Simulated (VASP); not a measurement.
A run of VASP 6.6.1 is set up as follows.

The input INCAR:

```
PREC     = Accurate       # precision mode
ENCUT    = 600            # plane-wave cutoff, eV
EDIFF    = 1E-6           # SCF threshold, eV
ISMEAR   = -1             # smearing method
SIGMA    = 0.1            # smearing width, eV
LREAL    = False          # projectors in reciprocal space
LASPH    = True           # aspherical terms in the spheres
NELM     = 80             # most SCF steps
ALGO     = Normal         # electronic algorithm
ISIF     = 3              # what is computed and relaxed
LWAVE    = False          # write WAVECAR
LCHARG   = False          # write CHGCAR
GGA      = PS             # functional
IBRION   = 2              # ionic algorithm
NSW      = 80             # ionic steps
EDIFFG   = -0.01          # ionic threshold
```

KPOINTS

```
regular mesh
0
Gamma
  6 6 6
```

POSCAR

```
Rh
1.0
    4.7916057449      0.0000000000      0.0000000000
    0.0000000000      4.7916057449      0.0000000000
    0.0000000000      0.0000000000      4.7916057449
Rh
8
Direct
    0.0000000000      0.0000000000      0.0000000000
    0.5000000000      0.5000000000      0.5000000000
    0.2500000000      0.0000000000      0.5000000000
    0.7500000000      0.0000000000      0.5000000000
    0.5000000000      0.2500000000      0.0000000000
    0.5000000000      0.7500000000      0.0000000000
    0.0000000000      0.5000000000      0.2500000000
    0.0000000000      0.5000000000      0.7500000000
```

Potentials or basis: VASP PAW PBE potentials, release 64 (Rh_pv).

Command:

```sh
$ cat potpaw_PBE.64/Rh_pv/POTCAR > POTCAR
$ mpirun -np 1 vasp_std > vasp.out
```

Q: Predict the band gap on the k mesh.

A: Zero (bands 60 and 61 overlap by 0.45 eV).

Q: What does it give for the space group after relaxing (to 0.1 Å)?

A: Pm-3n (No. 223).

Q: Estimate the relaxed volume.

A: 13.99 Å³/atom.

Final structure:
```xyz
8
Lattice="4.8193 0.0000 0.0000 0.0000 4.8193 0.0000 0.0000 0.0000 4.8193" Properties=species:S:1:pos:R:3 pbc="T T T"
Rh    0.0000    0.0000    0.0000
Rh    2.4096    2.4096    2.4096
Rh    1.2048    0.0000    2.4096
Rh    3.6144    0.0000    2.4096
Rh    2.4096    1.2048    0.0000
Rh    2.4096    3.6144    0.0000
Rh    0.0000    2.4096    1.2048
Rh    0.0000    2.4096    3.6144
```

Caveat: the PAW data sets were made with another functional, which shifts forces and pressure a little.
